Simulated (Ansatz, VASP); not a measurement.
One calculation of Rb, two programs

```
Rb
1.0
     0.00000    4.04937    3.63988
     4.04937    0.00000    3.63988
     4.04937    4.04937    0.00000
Rb
1
Direct
  0.00000 0.00000 0.00000
```

Change from the starting cell: strain +0.1125 x Voigt [1, 1, 0, 0, 0, 0], atoms carried along.

Alike in both runs: task single point; functional PBE; dispersion D3(BJ); k mesh 12 × 12 × 12; occupations gaussian, width 0.15 eV; no spin polarisation.

|  | VASP | Ansatz |
| --- | --- | --- |
| version | VASP 6.6.1 | Ansatz 0.2.0 |
| potentials or method | VASP PAW PBE potentials, release 64 (Rb_sv), cutoff 520 eV | scalar-relativistic, plane waves, PAW |
| valence electrons in the cell | 9 | 9 |

|  | VASP | Ansatz | Ansatz less VASP |
| --- | --- | --- | --- |
| gap on the k mesh at the Fermi level (eV) | none | none | - |
| pressure (GPa) | -0.6 | -0.6 | 0.00 |

A gap of «none» marks a metal or a gap that the smearing closes.
